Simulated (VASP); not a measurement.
Wanted: the native input for a VASP 6.6.1 run.

| Item | Value |
| --- | --- |
| Task | electric field gradients |
| Functional | r2SCAN |
| Potentials or basis | VASP PAW PBE potentials, release 64 (Ge_d) |
| Cutoff | 520 eV |
| k mesh | 14 × 14 × 14 |
| Occupations | fermi-dirac, width 0.05 eV |
| Spin | no spin polarisation |
| Dipole correction | no |
| Further INCAR settings | ALGO = Normal; EDIFF = 1e-08; NBANDS = 21 |

Crystal: Ge.

```
CELL_PARAMETERS angstrom
0.00000 2.82868 2.82868
2.82868 0.00000 2.82868
2.82868 2.82868 0.00000
ATOMIC_POSITIONS crystal
Ge 0.00000 0.00000 0.00000
Ge 0.25000 0.25000 0.25000
```

One way to write it, as run:

POSCAR

```
Ge
1.0
    0.0000000000      2.8286750000      2.8286750000
    2.8286750000      0.0000000000      2.8286750000
    2.8286750000      2.8286750000      0.0000000000
Ge
2
Direct
    0.0000000000      0.0000000000      0.0000000000
    0.2500000000      0.2500000000      0.2500000000
```

INCAR.step1

```
SYSTEM = Ge
ALGO = Normal
EDIFF = 1E-4
ENCUT = 520
GGA = PE
ISMEAR = -1
LASPH = .True.
LCHARG = .False.
LREAL = .False.
LWAVE = .True.
NBANDS = 21
NELM = 100
PREC = Accurate
SIGMA = 0.05
```

INCAR.step2

```
SYSTEM = Ge
ALGO = Normal
EDIFF = 1E-8
ENCUT = 520
ISIF = 2
ISMEAR = -1
ISTART = 1
LASPH = .True.
LCHARG = .False.
LEFG = .True.
LMIXTAU = .True.
LREAL = .False.
LWAVE = .False.
METAGGA = R2SCAN
NBANDS = 21
NELM = 100
PREC = Accurate
SIGMA = 0.05
```

KPOINTS

```
k-points
0
Gamma
  14 14 14
  0 0 0
```

Potentials or basis: VASP PAW PBE potentials, release 64 (Ge_d).

Command:

```bash
$ cat potpaw_PBE.64/Ge_d/POTCAR > POTCAR
$ cp INCAR.step1 INCAR
$ mpirun -np 1 vasp_std > vasp.out
$ cp INCAR.step2 INCAR
$ mpirun -np 1 vasp_std > vasp.out
```

It gave:

| Property | Result |
| --- | --- |
| Pressure | 0.7 GPa |
| Band gap on the k mesh | 0.41 eV, direct |

Caveat: without QUAD_EFG the Cq values of the log hold for a quadrupole moment of 1 mb, not for the nuclei; the PAW data sets were made with another functional, which shifts forces and pressure a little.

Run time: 17 min on 1 thread of AMD EPYC 7R13, with other jobs on the host, peak memory 0.19 GiB.
